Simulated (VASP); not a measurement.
# LuSi2Ge3 (P6/mmm) in VASP: single point with PBE

Aim: the single point of LuSi2Ge3 with PBE.

All numbers are computed with VASP 6.6.1; they aren't measurements. Logs are shortened: lines on timing, memory, paths and dates and some standing lists are left out, and cuts for length are marked.

### Step 1. The cell of the first run

The structure is hexagonal, space group P6/mmm (No. 191). The conventional cell has a = 5.612 Å, b = 5.612 Å, c = 7.510 Å, α = 90.00°, β = 90.00°, γ = 120.00°. Lu (site symmetry 6/mmm) has 2 Si at 2.66 Å and 6 Ge at 2.81 Å within 3.5 Å. Si (site symmetry 6mm) has 1 Si at 2.19 Å and 1 Lu at 2.66 Å within 2.9 Å. Ge (site symmetry mmm) has 2 Lu at 2.81 Å and 4 Ge at 2.81 Å within 3.7 Å.

The cell was built from a structure type or drawn by symmetry, and may not be a known phase.

### Step 2. Single point, PBE

The input, INCAR:

```
SYSTEM = LuSi2Ge3
PREC = Accurate
ENCUT = 520
EDIFF = 1E-6
ISMEAR = 0
SIGMA = 0.1
LREAL = .FALSE.
LASPH = .TRUE.
NELM = 60
ALGO = Normal
ISIF = 2
LWAVE = .FALSE.
LCHARG = .FALSE.
GGA = PE
NBANDS = 46
```

The input, KPOINTS:

```
regular mesh
0
G
  12 12 6
  0 0 0
```

The input, POSCAR:

```
LuSi2Ge3
1.0
    5.6124388956      0.0000000000      0.0000000000
   -2.8062194478      4.8605146608      0.0000000000
    0.0000000000      0.0000000000      7.5098170340
Lu Si Ge
1 2 3
Direct
    0.0000000000      0.0000000000      0.0000000000
    0.0000000000      0.0000000000      0.6456553633
    0.0000000000      0.0000000000      0.3543446367
    0.5000000000      0.0000000000      0.0000000000
    0.0000000000      0.5000000000      0.0000000000
    0.5000000000      0.5000000000      0.0000000000
```

Potentials or basis: VASP PAW PBE potentials, release 64 (Lu, Si, Ge_d).

The run is started by

```console
$ cat potpaw_PBE.64/Lu/POTCAR potpaw_PBE.64/Si/POTCAR potpaw_PBE.64/Ge_d/POTCAR > POTCAR
$ mpirun -np 1 vasp_std > vasp.out
```

OUTCAR:

```text
SYSTEM = LuSi2Ge3
   PREC = Accurate
   ENCUT = 520
   EDIFF = 1E-6
   ISMEAR = 0
   LREAL = .FALSE.
   LASPH = .TRUE.
   NELM = 60
   ISIF = 2
   GGA = PE

 ion  position               nearest neighbor table
   1  0.000  0.000  0.000-   2 2.66   3 2.66   4 2.81   4 2.81   6 2.81   5 2.81   5 2.81   6 2.81

   2  0.000  0.000  0.646-   3 2.19   1 2.66
   3  0.000  0.000  0.354-   2 2.19   1 2.66
   4  0.500  0.000  0.000-   1 2.81   1 2.81   6 2.81   6 2.81   5 2.81   5 2.81
   5  0.000  0.500  0.000-   6 2.81   6 2.81   1 2.81   1 2.81   4 2.81   4 2.81
   6  0.500  0.500  0.000-   5 2.81   5 2.81   1 2.81   4 2.81   4 2.81   1 2.81

  LATTYP: Found a hexagonal cell.
 ALAT       =     5.6124388956
 C/A-ratio  =     1.3380666006

  Lattice vectors:

 A1 = (   5.6124388956,   0.0000000000,   0.0000000000)
 A2 = (  -2.8062194478,   4.8605146608,   0.0000000000)
 A3 = (   0.0000000000,   0.0000000000,   7.5098170340)

Analysis of symmetry for initial positions (statically):
=====================================================================
 Subroutine PRICEL returns:
 Original cell was already a primitive cell.

 Routine SETGRP: Setting up the symmetry group for a
 hexagonal supercell.

 Subroutine GETGRP returns: Found 24 space group operations
 (whereof 24 operations were pure point group operations)
 out of a pool of 24 trial point group operations.

The static configuration has the point symmetry D_6h.

Analysis of symmetry for dynamics (positions and initial velocities):
=====================================================================
 Subroutine PRICEL returns:
 Original cell was already a primitive cell.

 Routine SETGRP: Setting up the symmetry group for a
 hexagonal supercell.

 Subroutine GETGRP returns: Found 24 space group operations
 (whereof 24 operations were pure point group operations)
 out of a pool of 24 trial point group operations.

The dynamic configuration has the point symmetry D_6h.

 Subroutine INISYM returns: Found 24 space group operations
 (whereof 24 operations are pure point group operations),
 and found     1 'primitive' translations

----------------------------------------------------------------------------------------

                                     Primitive cell

  volume of cell :     204.8629

  direct lattice vectors                    reciprocal lattice vectors
     5.612438896  0.000000000  0.000000000     0.178175659  0.102869765  0.000000000
    -2.806219448  4.860514661  0.000000000     0.000000000  0.205739530  0.000000000
     0.000000000  0.000000000  7.509817034     0.000000000  0.000000000  0.133159036

  length of vectors
     5.612438896  5.612438896  7.509817034     0.205739530  0.205739530  0.133159036

  position of ions in fractional coordinates (direct lattice)
     0.000000000  0.000000000  0.000000000
     0.000000000  0.000000000  0.645655363
     0.000000000  0.000000000  0.354344637
     0.500000000  0.000000000  0.000000000
     0.000000000  0.500000000  0.000000000
     0.500000000  0.500000000  0.000000000

  ion indices of the primitive-cell ions
   primitive index   ion index
                 1           1
                 2           2
                 3           3
                 4           4
                 5           5
                 6           6

----------------------------------------------------------------------------------------

 KPOINTS: regular mesh

Automatic generation of k-mesh.
 Grid dimensions read from file:
 generate k-points for:   12   12    6

 Generating k-lattice:

  Cartesian coordinates                     Fractional coordinates (reciprocal lattice)
     0.014847972  0.008572480  0.000000000     0.083333333  0.000000000  0.000000000
     0.000000000  0.017144961  0.000000000     0.000000000  0.083333333  0.000000000
     0.000000000  0.000000000  0.022193173     0.000000000  0.000000000  0.166666667

  Length of vectors
     0.017144961  0.017144961  0.022193173

  Shift w.r.t. Gamma in fractional coordinates (k-lattice)
     0.000000000  0.000000000  0.000000000

 Subroutine IBZKPT returns following result:
 ===========================================

 Found     76 irreducible k-points:

 Following reciprocal coordinates:
            Coordinates               Weight
  0.000000  0.000000  0.000000      1.000000
  0.083333  0.000000  0.000000      6.000000
  0.166667  0.000000  0.000000      6.000000
  0.250000  0.000000  0.000000      6.000000
  0.333333 -0.000000  0.000000      6.000000
  0.416667  0.000000  0.000000      6.000000
[... 16 lines left out ...]
  0.250000  0.000000  0.166667     12.000000
  0.333333 -0.000000  0.166667     12.000000
 [... further k-points ...]
   k-points           NKPTS =     76   k-points in BZ     NKDIM =     76   number of bands    NBANDS=     46
   number of dos      NEDOS =    301   number of ions     NIONS =      6
   total plane-waves  NPLWV =  98784
   dimension x,y,z NGX =    42 NGY =   42 NGZ =   56
   dimension x,y,z NGXF=    84 NGYF=   84 NGZF=  112
   ions per type =               1   2   3
   NGX,Y,Z   is equivalent  to a cutoff of  12.44, 12.44, 12.40 a.u.
   NGXF,Y,Z  is equivalent  to a cutoff of  24.88, 24.88, 24.79 a.u.
 SYSTEM =  LuSi2Ge3
   PREC   = accura    normal or accurate (medium, high low for compatibility)
   ISTART =      0    job   : 0-new  1-cont  2-samecut
   ICHARG =      2    charge: 1-file 2-atom 10-const
   ISPIN  =      1    spin polarized calculation?
   LNONCOLLINEAR =      F non collinear calculations
   LSORBIT =      F    spin-orbit coupling
   LASPH  =      T    aspherical Exc in radial PAW
   ENCUT  =  520.0 eV  38.22 Ry    6.18 a.u.  10.44 10.44 13.96*2*pi/ulx,y,z
   NELM   =     60;   NELMIN=  2; NELMDL= -5     # of ELM steps
   EDIFF  = 0.1E-05   stopping-criterion for ELM
   LREAL  =      F    real-space projection
   EDIFFG = 0.1E-04   stopping-criterion for IOM
   NSW    =      0    number of steps for IOM
   IBRION =     -1    ionic relax: 0-MD 1-quasi-New 2-CG
   NFREE  =      0    steps in history (QN), initial steepest desc. (CG)
   ISIF   =      2    stress and relaxation
   ISYM   =      2    0-nonsym 1-usesym 2-fastsym
   POTIM  = 0.5000    time-step for ionic-motion
   TEBEG  =    0.0;   TEEND  =   0.0 temperature during run
   PSTRESS=    0.0 pullay stress
   NELECT =      75.0000    total number of electrons
   NUPDOWN=      -1.0000    fix difference up-down
   EMIN   =  10.00;   EMAX   =-10.00  energy-range for DOS
   EFERMI =   0.00;   METHOD = LEGACY
   ISMEAR =     0;   SIGMA  =   0.10  broadening in eV -4-tet -1-fermi 0-gaus
   EFERMI_NEDOS =   21; number of points for ismear=-14 and -15
   IALGO  =     38    algorithm
   IMIX   =      4    mixing-type and parameters
     AMIX     =   0.40;   BMIX     =  1.00
     AMIX_MAG =   1.60;   BMIX_MAG =  1.00
  volume/ion in A,a.u.               =      34.14       230.41
  Fermi-wavevector in a.u.,A,eV,Ry     =   1.171136  2.213127 18.661215  1.371561
  Thomas-Fermi vector in A             =   2.307585
   LORBIT       =      0    0 simple, 1 ext, 2 COOP (PROOUT), +10 PAW based schemes
   GGA     = PE    functional components
   LHFCALC =     F    Hartree Fock is set to
   AEXX    =    0.0000 exact exchange contribution
   IVDW    =     0    specifies the selected vdW correction
   LEPSILON=     F    determine dielectric tensor
   LRPA    =     F    only Hartree local field effects (RPA)
 non-spin polarized calculation
 Gauss-broadening in eV      SIGMA  =   0.10
  energy-cutoff  :      520.00
  volume of cell :      204.86
 maximum number of plane-waves:      5560
 NGX is ok and might be reduce to    42
   NGX = 21   NGY = 21   NGZ = 27

 number of electron      75.0000004 magnetization

 Free energy of the ion-electron system (eV)
  ---------------------------------------------------
  ext. energy  EPLUGINS =         0.00000000
  ---------------------------------------------------
  free energy    TOTEN  =       -25.14859630 eV

  energy without entropy =      -25.12891705  energy(sigma->0) =      -25.13875667

 E-fermi :   1.3070     XC(G=0):  -7.8148

 val. band max:        1.3028044671   @ k =   0.0833   0.0833   0.0000
 cond. band min:       1.3175303193   @ k =   0.4167   0.0833   0.3333
 fundamental gap:      0.0147258523
 Fermi energy:         1.3070326517

 k-point     1 :       0.0000    0.0000    0.0000
  band No.  band energies     occupation
      1     -54.1488      2.00000
      2     -24.9380      2.00000
      3     -24.9380      2.00000
      4     -24.8839      2.00000
      5     -23.5025      2.00000
      6     -23.4539      2.00000
[... 38 lines left out ...]
     45       6.0699      0.00000
     46       6.0703      0.00000

 k-point     2 :       0.0833    0.0000    0.0000
  band No.  band energies     occupation
      1     -54.1488      2.00000
      2     -24.9418      2.00000
      3     -24.9394      2.00000
      4     -24.8841      2.00000
      5     -23.5006      2.00000
      6     -23.4530      2.00000
[... 38 lines left out ...]
     45       5.4600      0.00000
     46       6.1285      0.00000

 k-point     3 :       0.1667    0.0000    0.0000
  band No.  band energies     occupation
      1     -54.1488      2.00000
      2     -24.9523      2.00000
      3     -24.9433      2.00000
      4     -24.8846      2.00000
      5     -23.4952      2.00000
      6     -23.4503      2.00000
[... 38 lines left out ...]
     45       5.5589      0.00000
     46       6.3826      0.00000

 k-point     4 :       0.2500    0.0000    0.0000
  band No.  band energies     occupation
      1     -54.1488      2.00000
      2     -24.9663      2.00000
      3     -24.9485      2.00000
      4     -24.8853      2.00000
      5     -23.4875      2.00000
      6     -23.4461      2.00000
[... 920 lines left out ...]
     45       5.5549      0.00000
     46       5.8722      0.00000

 k-point    23 :       0.2500    0.0000    0.1667
  band No.  band energies     occupation
      1     -54.1488      2.00000
      2     -24.9663      2.00000
      3     -24.9485      2.00000
      4     -24.8853      2.00000
      5     -23.4875      2.00000
      6     -23.4461      2.00000
[... 38 lines left out ...]
     45       5.6797      0.00000
     46       5.8564      0.00000

 k-point    24 :       0.3333   -0.0000    0.1667
  band No.  band energies     occupation
      1     -54.1487      2.00000
      2     -24.9801      2.00000
      3     -24.9538      2.00000
      4     -24.8861      2.00000
      5     -23.4793      2.00000
      6     -23.4412      2.00000
[... 38 lines left out ...]
     45       5.5963      0.00000
     46       5.8222      0.00000

 [... further k-points ...]
[... 5 lines left out ...]
  --------------------------------------------------------------------------------------
  -------------------------------------------------------------------------------------
  Total        0.1248698      0.1248698      0.1101211      0.0000000      0.0000000      0.0000000
  in kB        0.9765734      0.9765734      0.8612275      0.0000000      0.0000000      0.0000000
  external PRESSURE =       0.9381248 kB  Pullay stress =       0.0000000 kB

 VOLUME and BASIS-vectors are now :
 -----------------------------------------------------------------------------
  energy-cutoff  :      520.00
  volume of cell :      204.86
      direct lattice vectors                 reciprocal lattice vectors
     5.612438896  0.000000000  0.000000000     0.178175659  0.102869765  0.000000000
    -2.806219448  4.860514661  0.000000000     0.000000000  0.205739530  0.000000000
     0.000000000  0.000000000  7.509817034     0.000000000  0.000000000  0.133159036

 POSITION                                       TOTAL-FORCE (eV/Angst)
 -----------------------------------------------------------------------------------
      0.00000      0.00000      0.00000         0.000000     -0.000000     -0.000000
      0.00000      0.00000      4.84875         0.000000     -0.000000     -0.020024
      0.00000      0.00000      2.66106        -0.000000      0.000000      0.020024
      2.80622      0.00000      0.00000         0.000000     -0.000000     -0.000000
     -1.40311      2.43026      0.00000         0.000000     -0.000000     -0.000000
      1.40311      2.43026      0.00000         0.000000     -0.000000     -0.000000
 -----------------------------------------------------------------------------------
    total drift:                                0.000000      0.000000     -0.000000

  FREE ENERGIE OF THE ION-ELECTRON SYSTEM (eV)
  ---------------------------------------------------
  free  energy   TOTEN  =       -25.1485962965 eV

  energy  without entropy=      -25.1289170503  energy(sigma->0) =      -25.13875667
```

Run time: 29 min. Hardware: 1 thread of Intel Xeon 8259CL, shared host; peak memory 0.78 GiB.

Results:

```
Free energy            : -25.1486 eV
Pressure               : 0.1 GPa
Largest force          : 0.020 eV/Å
Band gap on the k mesh : zero (an odd number of electrons rules out a gap without spin polarisation)
```

Forces on the atoms (eV/Å):
```
Lu   0.000  0.000  0.000
Si   0.000  0.000 -0.020
Si   0.000  0.000  0.020
Ge   0.000  0.000  0.000
Ge   0.000  0.000  0.000
Ge   0.000  0.000  0.000
```

Caveat: spin-orbit coupling is left out, which moves the levels of the heavy elements.
